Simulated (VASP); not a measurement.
Wanted: the native input for a VASP 6.6.1 run.

| Item | Value |
| --- | --- |
| Task | single point |
| Functional | PBEsol |
| Potentials or basis | VASP PAW PBE potentials, release 64 (Lu) |
| Cutoff | 520 eV |
| k mesh | 13 × 13 × 8 |
| Occupations | fermi-dirac, width 0.03 eV |
| Spin | no spin polarisation |
| Dipole correction | no |
| Further INCAR settings | ALGO = Normal; EDIFF = 1e-07; NBANDS = 32 |

The structure of Lu lies in POSCAR:

```
Lu
1.0
    3.5215597687      0.0000000000      0.0000000000
   -1.7607798844      3.0497602207      0.0000000000
    0.0000000000      0.0000000000      5.5850938236
Lu
2
Direct
    0.3333333333      0.6666666667      0.2500000000
    0.6666666667      0.3333333333      0.7500000000
```

The input as run:

INCAR

```
PREC = Accurate
ENCUT = 520
EDIFF = 1E-7
ISMEAR = -1
SIGMA = 0.03
LREAL = F
LASPH = T
NELM = 60
ALGO = Normal
ISIF = 2
LWAVE = F
LCHARG = T
GGA = PS
LELF = T
LVHAR = T
NBANDS = 32
```

KPOINTS

```
Automatic mesh
0
Gamma
  13 13 8
```

Potentials or basis: VASP PAW PBE potentials, release 64 (Lu).

The run is started by

```console
$ cat potpaw_PBE.64/Lu/POTCAR > POTCAR
$ mpirun -np 1 vasp_std > vasp.out
```

It gave:

```
Pressure               : -3.6 GPa
Band gap on the k mesh : zero (bands 25 and 26 overlap by 1.71 eV)
```

Caveat: the cell stands under tension; the PAW data sets were made with another functional, which shifts forces and pressure a little; spin-orbit coupling is left out, which moves the levels of the heavy elements.

Run time: 2.6 min on 1 thread of Intel(R) Xeon(R) Platinum 8488C (Sapphire Rapids), on a shared host, peak memory 0.29 GiB.
